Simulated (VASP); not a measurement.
# C (R-3m) in VASP: a series of runs, part 2 of 2

VASP 6.6.1. Earlier steps stand in the parts before.

### Step 3. Relaxation of cell and atoms, PBEsol

This run uses another cell than the first one, of 8.74 Å³/atom.

INCAR

```
ALGO     = Normal         # electronic algorithm
EDIFF    = 1E-7           # SCF threshold, eV
EDIFFG   = -0.01          # ionic threshold
ENCUT    = 600            # plane-wave cutoff, eV
GGA      = PS             # functional
GGA_COMPAT= F            
IBRION   = 2              # ionic algorithm
ISIF     = 3              # what is computed and relaxed
ISMEAR   = 0              # smearing method
LASPH    = T              # aspherical terms in the spheres
LCHARG   = F              # write CHGCAR
LREAL    = F              # projectors in reciprocal space
LWAVE    = F              # write WAVECAR
NELM     = 120            # most SCF steps
NELMIN   = 4            
NSW      = 80             # ionic steps
PREC     = Accurate       # precision mode
SIGMA    = 0.1            # smearing width, eV
```

KPOINTS

```
k-points
0
Gamma
  8 8 8
```

POSCAR

```
C
1.0
    1.2280287100      0.7090027100      3.3470114500
   -1.2280287100      0.7090027100      3.3470114500
    0.0000000000     -1.4180054100      3.3470114500
C
2
Direct
    0.8360000000      0.8360000000      0.8360000000
    0.1640000000      0.1640000000      0.1640000000
```

Potentials or basis: VASP PAW PBE potentials, release 64 (C).

Command:

```console
$ cat potpaw_PBE.64/C/POTCAR > POTCAR
$ mpirun -np 1 vasp_std > vasp.out
```

OUTCAR:

```text
EDIFF = 1E-7
   EDIFFG = -0.01
   ENCUT = 600
   GGA = PS
   IBRION = 2
   ISIF = 3
   ISMEAR = 0
   LASPH = T
   LREAL = F
   NELM = 120
   NELMIN = 4
   NSW = 80
   PREC = Accurate

 ion  position               nearest neighbor table
   1  0.836  0.836  0.836-   2 1.42   2 1.42   2 1.42
   2  0.164  0.164  0.164-   1 1.42   1 1.42   1 1.42

  LATTYP: Found a trigonal (rhomboedric) cell.
 ALAT       =     3.6350000002
 COS(alpha) =     0.7717355885

  Lattice vectors:

 A1 = (   1.2280287100,   0.7090027100,   3.3470114500)
 A2 = (  -1.2280287100,   0.7090027100,   3.3470114500)
 A3 = (   0.0000000000,  -1.4180054100,   3.3470114500)

Analysis of symmetry for initial positions (statically):
=====================================================================
 Subroutine PRICEL returns:
 Original cell was already a primitive cell.

 Routine SETGRP: Setting up the symmetry group for a
 trigonal (rhombohedral) supercell.

 Subroutine GETGRP returns: Found 12 space group operations
 (whereof 12 operations were pure point group operations)
 out of a pool of 12 trial point group operations.

The static configuration has the point symmetry D_3d.

Analysis of symmetry for dynamics (positions and initial velocities):
=====================================================================
 Subroutine PRICEL returns:
 Original cell was already a primitive cell.

 Routine SETGRP: Setting up the symmetry group for a
 trigonal (rhombohedral) supercell.

 Subroutine GETGRP returns: Found 12 space group operations
 (whereof 12 operations were pure point group operations)
 out of a pool of 12 trial point group operations.

The dynamic configuration has the point symmetry D_3d.

 Subroutine INISYM returns: Found 12 space group operations
 (whereof 12 operations are pure point group operations),
 and found     1 'primitive' translations

[... 144 lines left out ...]
  energy without entropy =      -19.26648025  energy(sigma->0) =      -19.26648025

------------------------ aborting loop because EDIFF is reached ----------------------------------------

  FORCE on cell =-STRESS in cart. coord.  units (eV):
  Direction    XX          YY          ZZ          XY          YZ          ZX
  --------------------------------------------------------------------------------------
  -------------------------------------------------------------------------------------
  Total        0.2058135      0.2058135      0.0539198      0.0000000      0.0000000      0.0000000
  in kB       18.8590386     18.8590386      4.9407615      0.0000000      0.0000000      0.0000000
  external PRESSURE =      14.2196129 kB  Pullay stress =       0.0000000 kB
[... 89 lines left out ...]
  FREE ENERGIE OF THE ION-ELECTRON SYSTEM (eV)
  ---------------------------------------------------
  free  energy   TOTEN  =       -19.2895828773 eV

  energy  without entropy=      -19.2895828773  energy(sigma->0) =      -19.28958288

[... ionic steps 4 to 9 ...]

--------------------------------------- Ionic step       10  -------------------------------------------

 number of electron       8.0000000 magnetization

------------------------ aborting loop because EDIFF is reached ----------------------------------------
[... 67 lines left out ...]
--------------------------------------- Ionic step       12  -------------------------------------------

 number of electron       8.0000000 magnetization

 Free energy of the ion-electron system (eV)
  ---------------------------------------------------
  ext. energy  EPLUGINS =         0.00000000
  ---------------------------------------------------
  free energy    TOTEN  =       -19.29266948 eV

  energy without entropy =      -19.29266948  energy(sigma->0) =      -19.29266948

 E-fermi :   3.9073     XC(G=0): -10.1753

 val. band max:        3.4056724717   @ k =  -0.1250   0.5000   0.1250
 cond. band min:       5.0797470728   @ k =  -0.1250   0.5000   0.1250
 fundamental gap:      1.6740746010
 Fermi energy:         3.9072509345

 k-point     1 :       0.0000    0.0000    0.0000
  band No.  band energies     occupation
      1     -15.4484      2.00000
      2      -2.7156      2.00000
      3       1.1962      2.00000
      4       1.1962      2.00000
      5       7.8197      0.00000
      6      12.5412      0.00000
      7      12.5412      0.00000
      8      15.6587      0.00000
[... 243 lines left out ...]
 k-point    24 :       0.3750    0.1250    0.1250
  band No.  band energies     occupation
      1     -13.9009      2.00000
      2      -3.2348      2.00000
      3      -1.6092      2.00000
      4      -0.8327      2.00000
      5      11.0835      0.00000
      6      11.7206      0.00000
      7      12.3996      0.00000
      8      17.6616      0.00000

 [... further k-points ...]

------------------------ aborting loop because EDIFF is reached ----------------------------------------

  FORCE on cell =-STRESS in cart. coord.  units (eV):
  Direction    XX          YY          ZZ          XY          YZ          ZX
  --------------------------------------------------------------------------------------
  -------------------------------------------------------------------------------------
  Total        0.0067343      0.0067343      0.0001591      0.0000000      0.0000000     -0.0000000
  in kB        0.5811597      0.5811597      0.0137258      0.0000000      0.0000000     -0.0000000
  external PRESSURE =       0.3920151 kB  Pullay stress =       0.0000000 kB
[... 17 lines left out ...]
  FREE ENERGIE OF THE ION-ELECTRON SYSTEM (eV)
  ---------------------------------------------------
  free  energy   TOTEN  =       -19.2926694834 eV

  energy  without entropy=      -19.2926694834  energy(sigma->0) =      -19.29266948

 reached required accuracy - stopping structural energy minimisation
```

OSZICAR:

```text
N       E                     dE             d eps       ncg     rms          rms(c)
DAV:   1     0.817781982278E+01    0.81778E+01   -0.51668E+03  1072   0.102E+03
DAV:   2    -0.201045171785E+02   -0.28282E+02   -0.26582E+02  1528   0.138E+02
[... 98 lines left out ...]
  11 F= -.19292326E+02 E0= -.19292326E+02  d E =0.336344E-03
       N       E                     dE             d eps       ncg     rms          rms(c)
DAV:   1    -0.192927855057E+02   -0.45962E-03   -0.32866E-02  1040   0.181E+00    0.516E-02
DAV:   2    -0.192927089667E+02    0.76539E-04   -0.22703E-04  1440   0.144E-01    0.329E-02
DAV:   3    -0.192926695140E+02    0.39453E-04   -0.11637E-04  1272   0.742E-02    0.693E-03
DAV:   4    -0.192926694821E+02    0.31902E-07   -0.13299E-06  1240   0.114E-02    0.345E-03
DAV:   5    -0.192926694834E+02   -0.12623E-08   -0.34680E-07  1280   0.525E-03
  12 F= -.19292669E+02 E0= -.19292669E+02  d E =-.721423E-05
```

Run time: 3.8 min. Hardware: 1 thread of Intel Xeon 8259CL, shared host; peak memory 0.16 GiB.

What came out:

| Quantity | Value |
| --- | --- |
| Free energy | -19.2927 eV |
| Relaxed volume | 9.28 Å³/atom |
| Relaxed cell | a = 3.817 Å, b = 3.817 Å, c = 3.817 Å, α = 37.60°, β = 37.60°, γ = 37.60° |
| Space group after relaxing (to 0.1 Å) | R-3m (No. 166) |
| Energy gained by relaxing | 13.1 meV/atom |
| Ionic steps | 12 |
| Pressure after relaxing | 0.0 GPa |

The path:
```tsv
step	energy change (eV)	largest force (eV/Å)	pressure (GPa)	volume (Å³)
1	0.0000	0.8729	1.42	17.48
2	-0.0136	0.5240	-2.55	17.68
3	-0.0231	0.0219	-0.92	17.60
4	-0.0224	0.0524	2.84	17.49
5	-0.0235	0.0066	0.51	17.56
6	-0.0238	0.0068	0.48	17.61
7	-0.0245	0.0076	0.38	17.74
8	-0.0255	0.0095	0.22	18.01
9	-0.0262	0.0147	-0.04	18.54
10	-0.0262	0.0151	-0.05	18.57
11	-0.0258	0.0896	0.69	18.55
12	-0.0262	0.0018	0.04	18.57
```

Final structure:
```
C
1.0
     1.23000    0.71014    3.54249
    -1.23000    0.71014    3.54249
     0.00000   -1.42028    3.54249
C
2
Cartesian
  0.0000 0.0000 8.8563
  0.0000 0.0000 1.7711
```

Caveat: this functional lacks dispersion, which binds the layers, so the pressure and a relaxed spacing across them are unreliable; the PAW data sets were made with another functional, which shifts forces and pressure a little. Zero-point motion and thermal expansion aren't in these numbers.
